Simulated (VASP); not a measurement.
# GaSb (I-4m2) in VASP: notebook, part 2 of 2

VASP 6.6.1. The steps go on from the part before.

## 4. Single point, PBE (strain +0.0350 x Voigt [0, 1, 0, 0, 0, 0])

The input, INCAR:

```
PREC     = Accurate       # precision mode
ENCUT    = 520            # plane-wave cutoff, eV
EDIFF    = 1E-7           # SCF threshold, eV
ISMEAR   = 0              # smearing method
SIGMA    = 0.15           # smearing width, eV
LREAL    = False          # projectors in reciprocal space
LASPH    = True           # aspherical terms in the spheres
NELM     = 60             # most SCF steps
ALGO     = Normal         # electronic algorithm
ISIF     = 2              # what is computed and relaxed
LWAVE    = False          # write WAVECAR
LCHARG   = True           # write CHGCAR
GGA      = PE             # functional
LELF     = True           # ELF
LVHAR    = True         
NBANDS   = 16             # bands
```

The input, KPOINTS:

```
Automatic mesh
0
Gamma
  14 14 14
```

The input, POSCAR:

```
GaSb
1.0
    0.0000000000      3.1660650000      3.0590000000
    3.0590000000      0.0000000000      3.0590000000
    3.0590000000      3.1660650000      0.0000000000
Ga Sb
1 1
Direct
    0.0000000000      0.0000000000      0.0000000000
    0.7500000000      0.7500000000      0.7500000000
```

Potentials or basis: VASP PAW PBE potentials, release 64 (Ga_d, Sb).

Run with:

```sh
$ cat potpaw_PBE.64/Ga_d/POTCAR potpaw_PBE.64/Sb/POTCAR > POTCAR
$ mpirun -np 1 vasp_std > vasp.out
```

OUTCAR:

```text
PREC = Accurate
   ENCUT = 520
   EDIFF = 1E-7
   ISMEAR = 0
   LREAL = False
   LASPH = True
   NELM = 60
   ISIF = 2
   GGA = PE

 ion  position               nearest neighbor table
   1  0.000  0.000  0.000-   2 2.68   2 2.68   2 2.68   2 2.68
   2  0.750  0.750  0.750-   1 2.68   1 2.68   1 2.68   1 2.68

  LATTYP: Found a body centered tetragonal cell.
 ALAT       =     4.3260792873
 C/A-ratio  =     1.4637110371

  Lattice vectors:

 A1 = (   0.0000000000,  -3.1660650000,   3.0590000000)
 A2 = (   0.0000000000,  -3.1660650000,  -3.0590000000)
 A3 = (   3.0590000000,   3.1660650000,   0.0000000000)

Analysis of symmetry for initial positions (statically):
=====================================================================
 Subroutine PRICEL returns:
 Original cell was already a primitive cell.

 Routine SETGRP: Setting up the symmetry group for a
 body centered tetragonal supercell.

 Subroutine GETGRP returns: Found  8 space group operations
 (whereof  8 operations were pure point group operations)
 out of a pool of 16 trial point group operations.

The static configuration has the point symmetry D_2d.

Analysis of symmetry for dynamics (positions and initial velocities):
=====================================================================
 Subroutine PRICEL returns:
 Original cell was already a primitive cell.

 Routine SETGRP: Setting up the symmetry group for a
 body centered tetragonal supercell.

 Subroutine GETGRP returns: Found  8 space group operations
 (whereof  8 operations were pure point group operations)
 out of a pool of 16 trial point group operations.

The dynamic configuration has the point symmetry D_2d.

 Subroutine INISYM returns: Found  8 space group operations
 (whereof  8 operations are pure point group operations),
 and found     1 'primitive' translations

----------------------------------------------------------------------------------------

                                     Primitive cell

  volume of cell :      59.2528

  direct lattice vectors                    reciprocal lattice vectors
     0.000000000  3.166065000  3.059000000    -0.163452109  0.157924743  0.163452109
     3.059000000  0.000000000  3.059000000     0.163452109 -0.157924743  0.163452109
     3.059000000  3.166065000  0.000000000     0.163452109  0.157924743 -0.163452109

  length of vectors
     4.402436664  4.326079287  4.402436664     0.279952510  0.279952510  0.279952510

  position of ions in fractional coordinates (direct lattice)
     0.000000000  0.000000000  0.000000000
     0.750000000  0.750000000  0.750000000

  ion indices of the primitive-cell ions
   primitive index   ion index
                 1           1
                 2           2

----------------------------------------------------------------------------------------

 KPOINTS: Automatic mesh

Automatic generation of k-mesh.
 Grid dimensions read from file:
 generate k-points for:   14   14   14

 Generating k-lattice:

  Cartesian coordinates                     Fractional coordinates (reciprocal lattice)
    -0.011675151  0.011280339  0.011675151     0.071428571  0.000000000  0.000000000
     0.011675151 -0.011280339  0.011675151     0.000000000  0.071428571  0.000000000
     0.011675151  0.011280339 -0.011675151     0.000000000  0.000000000  0.071428571

  Length of vectors
     0.019996608  0.019996608  0.019996608

  Shift w.r.t. Gamma in fractional coordinates (k-lattice)
     0.000000000  0.000000000  0.000000000

 Subroutine IBZKPT returns following result:
 ===========================================

 Found    244 irreducible k-points:

 Following reciprocal coordinates:
            Coordinates               Weight
  0.000000  0.000000  0.000000      1.000000
  0.071429  0.000000  0.000000      8.000000
  0.142857  0.000000  0.000000      8.000000
  0.214286  0.000000  0.000000      8.000000
  0.285714  0.000000  0.000000      8.000000
  0.357143  0.000000  0.000000      8.000000
[... 16 lines left out ...]
  0.214286  0.142857  0.000000     16.000000
  0.285714  0.142857 -0.000000     16.000000
 [... further k-points ...]
   k-points           NKPTS =    244   k-points in BZ     NKDIM =    244   number of bands    NBANDS=     16
   number of dos      NEDOS =    301   number of ions     NIONS =      2
   total plane-waves  NPLWV =  41472
   dimension x,y,z NGX =    36 NGY =   32 NGZ =   36
   dimension x,y,z NGXF=    72 NGYF=   64 NGZF=   72
   ions per type =               1   1
   NGX,Y,Z   is equivalent  to a cutoff of  13.59, 12.30, 13.59 a.u.
   NGXF,Y,Z  is equivalent  to a cutoff of  27.19, 24.59, 27.19 a.u.
 SYSTEM =  unknown system
   PREC   = accura    normal or accurate (medium, high low for compatibility)
   ISTART =      0    job   : 0-new  1-cont  2-samecut
   ICHARG =      2    charge: 1-file 2-atom 10-const
   ISPIN  =      1    spin polarized calculation?
   LNONCOLLINEAR =      F non collinear calculations
   LSORBIT =      F    spin-orbit coupling
   LASPH  =      T    aspherical Exc in radial PAW
   ENCUT  =  520.0 eV  38.22 Ry    6.18 a.u.   8.19  8.04  8.19*2*pi/ulx,y,z
   NELM   =     60;   NELMIN=  2; NELMDL= -5     # of ELM steps
   EDIFF  = 0.1E-06   stopping-criterion for ELM
   LREAL  =      F    real-space projection
   EDIFFG = 0.1E-05   stopping-criterion for IOM
   NSW    =      0    number of steps for IOM
   IBRION =     -1    ionic relax: 0-MD 1-quasi-New 2-CG
   NFREE  =      0    steps in history (QN), initial steepest desc. (CG)
   ISIF   =      2    stress and relaxation
   ISYM   =      2    0-nonsym 1-usesym 2-fastsym
   POTIM  = 0.5000    time-step for ionic-motion
   TEBEG  =    0.0;   TEEND  =   0.0 temperature during run
   PSTRESS=    0.0 pullay stress
   NELECT =      18.0000    total number of electrons
   NUPDOWN=      -1.0000    fix difference up-down
   EMIN   =  10.00;   EMAX   =-10.00  energy-range for DOS
   EFERMI =   0.00;   METHOD = LEGACY
   ISMEAR =     0;   SIGMA  =   0.15  broadening in eV -4-tet -1-fermi 0-gaus
   EFERMI_NEDOS =   21; number of points for ismear=-14 and -15
   IALGO  =     38    algorithm
   IMIX   =      4    mixing-type and parameters
     AMIX     =   0.40;   BMIX     =  1.00
     AMIX_MAG =   1.60;   BMIX_MAG =  1.00
  volume/ion in A,a.u.               =      29.63       199.93
  Fermi-wavevector in a.u.,A,eV,Ry     =   1.100515  2.079672 16.478477  1.211134
  Thomas-Fermi vector in A             =   2.236928
   LORBIT       =      0    0 simple, 1 ext, 2 COOP (PROOUT), +10 PAW based schemes
   GGA     = PE    functional components
   LHFCALC =     F    Hartree Fock is set to
   AEXX    =    0.0000 exact exchange contribution
   IVDW    =     0    specifies the selected vdW correction
   LEPSILON=     F    determine dielectric tensor
   LRPA    =     F    only Hartree local field effects (RPA)
 non-spin polarized calculation
 Gauss-broadening in eV      SIGMA  =   0.15
  energy-cutoff  :      520.00
  volume of cell :       59.25
 maximum number of plane-waves:      1618
 NGX is ok and might be reduce to    36
   NGX = 17   NGY = 17   NGZ = 17

 number of electron      17.9999998 magnetization

 Free energy of the ion-electron system (eV)
  ---------------------------------------------------
  ext. energy  EPLUGINS =         0.00000000
  ---------------------------------------------------
  free energy    TOTEN  =        -7.36566892 eV

  energy without entropy =       -7.36540741  energy(sigma->0) =       -7.36553817

 E-fermi :   4.6679     XC(G=0):  -8.9416

 val. band max:        4.5907980920   @ k =   0.0000   0.0000   0.0000
 cond. band min:       4.8432588547   @ k =   0.5000   0.0000   0.0000
 fundamental gap:      0.2524607626
 Fermi energy:         4.6678784776

 k-point     1 :       0.0000    0.0000    0.0000
  band No.  band energies     occupation
      1     -10.4481      2.00000
      2     -10.4432      2.00000
      3     -10.4432      2.00000
      4     -10.4026      2.00000
      5     -10.3982      2.00000
      6      -6.7167      2.00000
[... 8 lines left out ...]
     15      12.7471      0.00000
     16      13.3313      0.00000
[... 419 lines left out ...]
 k-point    24 :       0.2857    0.1429   -0.0000
  band No.  band energies     occupation
      1     -10.4607      2.00000
      2     -10.4390      2.00000
      3     -10.4358      2.00000
      4     -10.4052      2.00000
      5     -10.3972      2.00000
      6      -5.9984      2.00000
[... 8 lines left out ...]
     15      12.8007      0.00000
     16      13.2169      0.00000

 [... further k-points ...]
[... 5 lines left out ...]
  --------------------------------------------------------------------------------------
  -------------------------------------------------------------------------------------
  Total        0.4197564     -0.1462226      0.4197564      0.0000000      0.0000000      0.0000000
  in kB       11.3500843     -3.9538149     11.3500843      0.0000000      0.0000000      0.0000000
  external PRESSURE =       6.2487845 kB  Pullay stress =       0.0000000 kB

 VOLUME and BASIS-vectors are now :
 -----------------------------------------------------------------------------
  energy-cutoff  :      520.00
  volume of cell :       59.25
      direct lattice vectors                 reciprocal lattice vectors
     0.000000000  3.166065000  3.059000000    -0.163452109  0.157924743  0.163452109
     3.059000000  0.000000000  3.059000000     0.163452109 -0.157924743  0.163452109
     3.059000000  3.166065000  0.000000000     0.163452109  0.157924743 -0.163452109

 POSITION                                       TOTAL-FORCE (eV/Angst)
 -----------------------------------------------------------------------------------
      0.00000      0.00000      0.00000         0.000000      0.000000      0.000000
      4.58850      4.74910      4.58850        -0.000000      0.000000     -0.000000
 -----------------------------------------------------------------------------------
    total drift:                               -0.000004      0.000004     -0.000004

  FREE ENERGIE OF THE ION-ELECTRON SYSTEM (eV)
  ---------------------------------------------------
  free  energy   TOTEN  =        -7.3656689225 eV

  energy  without entropy=       -7.3654074125  energy(sigma->0) =       -7.36553817
```

Wall time 90 s (1 thread of Intel Xeon 6975P-C (Granite Rapids), shared host); peak memory 0.38 GiB.

Results:

- Free energy: -7.3657 eV
- Pressure: 0.6 GPa
- Band gap on the k mesh: zero (filled and empty bands touch)

Caveat: the cell differs from its parent crystal (strain +0.0350 x Voigt [0, 1, 0, 0, 0, 0]); spin-orbit coupling is left out, which moves the levels of the heavy elements.

## 5. Single point, PBE (strain +0.0400 x Voigt [0, 1, 0, 0, 0, 0])

The input, INCAR:

```
  ALGO = Normal
  EDIFF = 1E-7
  ENCUT = 520
  GGA = PE
  ISIF = 2
  ISMEAR = 0
  LASPH = T
  LCHARG = T
  LELF = T
  LREAL = F
  LVHAR = T
  LWAVE = F
  NBANDS = 16
  NELM = 80
  PREC = Accurate
  SIGMA = 0.15
```

The input, KPOINTS:

```
k-points
0
Gamma
  14 14 14
```

The input, POSCAR:

```
GaSb
1.0
    0.0000000000      3.1813600000      3.0590000000
    3.0590000000      0.0000000000      3.0590000000
    3.0590000000      3.1813600000      0.0000000000
Ga Sb
1 1
Direct
    0.0000000000      0.0000000000      0.0000000000
    0.7500000000      0.7500000000      0.7500000000
```

Run with:

```sh
$ cat potpaw_PBE.64/Ga_d/POTCAR potpaw_PBE.64/Sb/POTCAR > POTCAR
$ mpirun -np 1 vasp_std > vasp.out
```

Run time: 90 s. Hardware: 1 thread of Intel Xeon 6975P-C (Granite Rapids), shared host; peak memory 0.38 GiB.

Results (log left out):

- Free energy: -7.3646 eV
- Pressure: 0.4 GPa
- Band gap on the k mesh: zero (filled and empty bands touch)

Stress tensor (GPa, compression positive):
```
 0.98  0.00  0.00
 0.00 -0.77  0.00
 0.00  0.00  0.98
```

Levels at points of the mesh, in eV from the Fermi level:
| k point | band 7 | band 8 | band 9 | band 10 | band 11 | band 12 |
| --- | --- | --- | --- | --- | --- | --- |
| (0.00, 0.00, 0.00) | -0.40 | -0.30 | -0.07 | -0.07 | 2.61 | 2.61 |
| (0.50, 0.00, 0.00) | -6.32 | -1.38 | -1.09 | 0.16 | 3.52 | 3.70 |
| (0.50, 0.50, 0.00) | -6.72 | -2.67 | -2.64 | 0.70 | 1.10 | 8.20 |
| (0.50, 0.00, 0.50) | -6.89 | -2.43 | -2.43 | 0.99 | 1.34 | 8.25 |

Caveat: the cell differs from its parent crystal (strain +0.0400 x Voigt [0, 1, 0, 0, 0, 0]); spin-orbit coupling is left out, which moves the levels of the heavy elements.

## 6. The runs side by side

```tsv
cell	gap on the mesh (eV)	pressure (GPa)
a = 4.370, b = 4.326 Å, angles 60.3, 59.3, 60.3°, 2 atoms	none	1.3
a = 4.391, b = 4.326 Å, angles 60.5, 59.0, 60.5°, 2 atoms	none	0.9
a = 4.402, b = 4.326 Å, angles 60.6, 58.9, 60.6°, 2 atoms	none	0.6
a = 4.413, b = 4.326 Å, angles 60.7, 58.7, 60.7°, 2 atoms	none	0.4
```

Alike in all rows: task single point; level PBE; potentials or basis VASP PAW PBE potentials, release 64 (Ga_d, Sb); no spin polarisation; k mesh 14 × 14 × 14; cutoff (eV) 520; smearing gaussian 0.15 eV.

Caveats: spin-orbit coupling is left out, which moves the levels of the heavy elements.

Total energies depend on the potentials used, so only differences within one code and one set of settings carry meaning.
